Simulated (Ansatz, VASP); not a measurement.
## Ba: VASP beside Ansatz

File INCAR:

```
PREC = Accurate ; ENCUT = 500
EDIFF = 1E-6 ; ISMEAR = 0
SIGMA = 0.1 ; LREAL = False
LASPH = True ; NELM = 120
ALGO = Normal ; ISIF = 2
LWAVE = False ; LCHARG = True
GGA = CA ; LELF = True
LVHAR = True ; NBANDS = 11
GGA_COMPAT = False
```

KPOINTS

```
Automatic mesh
0
Gamma
  3 3 2
```

The input POSCAR:

```
Ba
1.0
    4.3116136979      0.0000000000      0.0000000000
   -2.1558068490      3.7339669937      0.0000000000
    0.0000000000      0.0000000000      3.9134133000
Ba
1
Direct
    0.0000000000      0.0000000000      0.0000000000
```

Input for Ansatz:

```yaml
crystal:
  lattice:
    - [4.3116136979, 0.0, 0.0]
    - [-2.155806849, 3.7339669937, 0.0]
    - [0.0, 0.0, 3.9134133]
  atoms:
    - { symbol: Ba, position: [0.0, 0.0, 0.0] }
basis:
  ecutwfc: 550
kpoints:
  mp_grid: { grid: [3, 3, 2] }
hamiltonian:
  xc: lda
scf:
  occupations: { method: gaussian, width: 0.1 }
  max_iter: 85
output:
  forces: true
  stress: true
  eigenvalues: true
```

Alike in both runs: task single point; functional LDA; k mesh 3 × 3 × 2; occupations gaussian, width 0.1 eV; no spin polarisation.

|  | VASP | Ansatz |
| --- | --- | --- |
| version | VASP 6.6.1 | Ansatz 0.2.0 |
| potentials or method | VASP PAW LDA potentials, release 64 (Ba_sv), cutoff 500 eV | scalar-relativistic, plane waves, PAW |
| valence electrons in the cell | 10 | 10 |

```csv
,VASP,Ansatz,Ansatz less VASP
gap on the k mesh at the Fermi level (eV),none,none,-
pressure (GPa),-3.5,-3.6,-0.07
"traceless stress, the component that is largest in VASP (GPa)",-1.70,-1.69,+0.010
```

LDA's correlation is that of Perdew and Zunger in VASP and of Perdew and Wang (1992) in Ansatz. A gap of «none» marks a metal or a gap that the smearing closes.

The k mesh is coarse, so the values compare programs but aren't converged. Neither program's run includes spin-orbit coupling.
